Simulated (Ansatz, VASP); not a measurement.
## SnTe: VASP beside Ansatz

File INCAR:

```
  PREC = Accurate
  ENCUT = 520
  EDIFF = 1E-6
  ISMEAR = -1
  SIGMA = 0.08
  LREAL = F
  LASPH = T
  NELM = 80
  ALGO = Normal
  ISIF = 2
  LWAVE = F
  LCHARG = T
  GGA = CA
  LELF = T
  LVHAR = T
  NBANDS = 17
```

The input KPOINTS:

```
Automatic mesh
0
Gamma
  11 11 11
```

Contents of POSCAR:

```
SnTe
1.0
    0.0000000000      3.1353147979      3.1353147979
    3.1353147979      0.0000000000      3.1353147979
    3.1353147979      3.1353147979      0.0000000000
Sn Te
1 1
Direct
    0.0000000000      0.0000000000      0.0000000000
    0.5000000000      0.5000000000      0.5000000000
```

Input for Ansatz:

```yaml
crystal:
  lattice:
    - [0.0, 3.1353147979, 3.1353147979]
    - [3.1353147979, 0.0, 3.1353147979]
    - [3.1353147979, 3.1353147979, 0.0]
  atoms:
    - { symbol: Sn, position: [0.0, 0.0, 0.0] }
    - { symbol: Te, position: [0.5, 0.5, 0.5] }
kpoints:
  mp_grid: { grid: [11, 11, 11] }
  band_path:
    path:
      - [0.0, 0.0, 0.0]
      - [0.5, 0.0, 0.5]
      - [0.625, 0.25, 0.625]
      - [0.375, 0.375, 0.75]
      - [0.0, 0.0, 0.0]
      - [0.5, 0.5, 0.5]
      - [0.5, 0.25, 0.75]
      - [0.5, 0.0, 0.5]
    npoints: 5
scf:
  occupations: { method: fermi_dirac, width: 0.08 }
hamiltonian:
  xc: lda
  pseudopotentials: { kind: all_electron, lapw: { basis_error: 0.00025 } }
output:
  forces: true
  stress: true
  eigenvalues: true
```

Change from the starting cell: volume scaled by 0.98.

Alike in both runs: task single point; functional LDA; k mesh 11 × 11 × 11; occupations fermi-dirac, width 0.08 eV; no spin polarisation.

|  | VASP | Ansatz |
| --- | --- | --- |
| version | VASP 6.6.1 | Ansatz 0.2.0 |
| potentials or method | VASP PAW LDA potentials, release 64 (Sn_d, Te), cutoff 520 eV | all-electron LAPW, scalar-relativistic |

|  | VASP | Ansatz | Ansatz less VASP |
| --- | --- | --- | --- |
| pressure (GPa) | -0.8 | -0.8 | -0.02 |

LDA's correlation is that of Perdew and Zunger in VASP and of Perdew and Wang (1992) in Ansatz. Ansatz ran all-electron here, and VASP with PAW potentials.

Neither program's run includes spin-orbit coupling.
